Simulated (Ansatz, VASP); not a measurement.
# One calculation of Ti, two programs

```
Ti
1.0
     2.92050    0.00000    0.00000
    -1.46025    2.52923    0.00000
     0.00000    0.00000    4.68600
Ti
2
Cartesian
  0.0000 1.6862 1.1715
  1.4602 0.8431 3.5145
```

Change from the starting cell: equal xx and yy strain of -1 %, crystal datasets.

Alike in both runs: task electric field gradients; functional PBE; k mesh 13 × 13 × 7; occupations fermi-dirac, width 0.08 eV; no spin polarisation.

|  | VASP | Ansatz |
| --- | --- | --- |
| version | VASP 6.6.1 | Ansatz 0.2.0 |
| potentials or method | VASP PAW PBE potentials, release 64 (Ti_sv), cutoff 400 eV | all-electron PAW with datasets made for the crystal, scalar-relativistic |

Ansatz gave:

```
pressure (GPa)                                                : 0.6
traceless stress, the component that is largest in VASP (GPa) : -0.98
size of Vzz on the site where it differs most (V/Å²)          : 16.8
```

Q: What did VASP give for the same quantities?

A: Pressure (GPa): -0.4; traceless stress, the component that is largest in VASP (GPa): -0.96; size of Vzz on the site where it differs most (V/Å²): 15.3.

Ansatz ran all-electron here, and VASP with PAW potentials.
